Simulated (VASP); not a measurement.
Te2Mo: single point with PBE+D3(BJ)

System: Te2Mo, a slab with vacuum.

```
Te Mo
1.0
     3.50388    0.00000    0.00000
    -1.75194    3.03445    0.00000
     0.00000    0.00000   24.76772
Te Mo
4 2
Cartesian
  0.0000 2.0230 4.5000
  0.0000 2.0230 8.1328
  -0.2920 2.5287 12.0362
  -0.2920 2.5287 15.6690
  1.7519 1.0115 6.3162
  1.4600 1.5172 13.8528
```

This cell differs from its parent crystal: layers slid over each other, then relaxed in part.

```yaml
Program: VASP 6.6.1
Task: single point
Functional: PBE
Dispersion: D3(BJ)
Potentials_or_basis: VASP PAW PBE potentials, release 64 (Te, Mo_sv)
Cutoff: 520 eV
k_mesh: 9 × 9 × 1
Occupations: gaussian, width 0.05 eV
Spin: no spin polarisation
```

```
Largest force              : 0.042 eV/Å
Band gap on the k mesh     : 1.13 eV (least direct gap 1.16 eV)
Dispersion energy per atom : -0.451 eV
```

Forces on the atoms (eV/Å):
```
Te   0.000  0.001 -0.013
Te   0.019 -0.035  0.013
Te  -0.020  0.034 -0.013
Te   0.001 -0.001  0.013
Mo   0.006 -0.011  0.000
Mo  -0.006  0.011  0.000
```

Levels at points of the mesh, in eV from the valence-band top:
```csv
k point,band 22,band 23,band 24,band 25,band 26,band 27,band 28,band 29,band 30,band 31
"(0.00, 0.00, 0.00)",-0.85,-0.84,-0.84,-0.73,-0.27,3.14,3.16,3.19,3.21,3.43
```

Run time: 4.4 min on 1 thread of Intel(R) Xeon(R) Platinum 8488C (Sapphire Rapids), on a shared host, peak memory 0.47 GiB.

Caveat: the cell differs from its parent crystal (layers slid over each other, then relaxed in part); spin-orbit coupling is left out, which moves the levels of the heavy elements.
